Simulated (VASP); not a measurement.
HfSiO4, 12 atoms in the cell. It takes space group I4_1/amd (No. 141, tetragonal). Conventional cell: a = 6.572 Å, b = 6.572 Å, c = 5.963 Å, α = 90.00°, β = 90.00°, γ = 90.00°. Within 2.8 Å of Hf (site symmetry -4m2) lie 8 O at 2.11 to 2.26 Å. Si (site symmetry -4m2) has 4 O at 1.62 Å within 2.2 Å. O (site symmetry m) has 1 Si at 1.62 Å and 2 Hf at 2.11 to 2.26 Å within 2.3 Å. 

```yaml
Program: VASP 6.6.1
Task: relaxation of cell and atoms
Functional: revPBE
Dispersion: D3(BJ)
Potentials_or_basis: VASP PAW PBE potentials, release 64 (Hf_pv, Si, O)
Cutoff: 600 eV
k_mesh: 6 × 6 × 6
Occupations: fermi-dirac, width 0.05 eV
Spin: no spin polarisation
Dipole_correction: no
Further_INCAR_settings: ALGO = Normal; EDIFF = 1e-06; IBRION = 2; EDIFFG = -0.01; NSW = 60; ISIF = 3
```

Potentials or basis: VASP PAW PBE potentials, release 64 (Hf_pv, Si, O).

Run with:

```bash
$ cat potpaw_PBE.64/Hf_pv/POTCAR potpaw_PBE.64/Si/POTCAR potpaw_PBE.64/O/POTCAR > POTCAR
$ mpirun -np 1 vasp_std > vasp.out
```

Hardware: 1 thread of Intel(R) Xeon(R) 6975P-C (Granite Rapids) (shared host).

Q: Estimate the wall time of this run.

A: Run time: 8.9 min on 1 thread of Intel(R) Xeon(R) 6975P-C (Granite Rapids) (shared host), peak memory 0.46 GiB. Counts: scf iterations 59, k points 30, ion steps 8.
